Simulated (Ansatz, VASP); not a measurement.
**BP in VASP and in Ansatz**

```
B P
1.0
     0.00000    2.26900    2.26900
     2.26900    0.00000    2.26900
     2.26900    2.26900    0.00000
B P
1 1
Direct
  0.00000 0.00000 0.00000
  0.25000 0.25000 0.25000
```

Alike in both runs: task relaxation of cell and atoms; functional r2SCAN; dispersion rVV10; k mesh 10 × 10 × 10; occupations gaussian, width 0.02 eV; no spin polarisation.

|  | VASP | Ansatz |
| --- | --- | --- |
| version | VASP 6.6.1 | Ansatz 0.2.0 |
| potentials or method | VASP PAW PBE potentials, release 64 (B, P), cutoff 550 eV | scalar-relativistic, plane waves, PAW |
| valence electrons in the cell | 8 | 8 |

```tsv
	VASP	Ansatz	Ansatz less VASP
gap on the k mesh at the Fermi level, each at its own relaxed structure (eV)	1.41	1.38	-0.026
relaxed volume (Å³/atom)	11.60	11.63	+0.031
relaxed cell length with the largest relative difference (Å)	3.201	3.204	+0.0028
```

VASP's potentials were made for PBE, not for r2SCAN.
